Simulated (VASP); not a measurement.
A run of VASP 6.6.1:

Contents of INCAR:

```
  ALGO = Normal
  EDIFF = 1E-6
  ENCUT = 520
  GGA = PE
  ISIF = 2
  ISMEAR = 0
  IVDW = 12
  LASPH = True
  LCHARG = False
  LREAL = False
  LWAVE = False
  NBANDS = 28
  NELM = 60
  PREC = Accurate
  SIGMA = 0.03
```

Contents of KPOINTS:

```
k-points
0
Gamma
  8 8 6
```

File POSCAR:

```
SnSe
1.0
    4.0813000000      0.0000000000      0.0000000000
    0.0000000000      4.0813000000      0.0000000000
    0.0000000000      0.0000000000      5.3979000000
Sn Se
2 2
Direct
    0.5000000000      0.0000000000      0.2500887432
    0.0000000000      0.5000000000      0.7499112568
    0.5000000000      0.0000000000      0.7499352227
    0.0000000000      0.5000000000      0.2500647773
```

Potentials or basis: VASP PAW PBE potentials, release 64 (Sn_d, Se).

Command:

```console
$ cat potpaw_PBE.64/Sn_d/POTCAR potpaw_PBE.64/Se/POTCAR > POTCAR
$ mpirun -np 1 vasp_std > vasp.out
```

Hardware: 1 thread of Intel(R) Xeon(R) 6975P-C (Granite Rapids), with other jobs on the host.

Q: Estimate the wall time of this run.

A: Wall time 62 s on 1 thread of Intel(R) Xeon(R) 6975P-C (Granite Rapids), on a shared host, peak memory 0.27 GiB. Counts: scf iterations 13, k points 60.
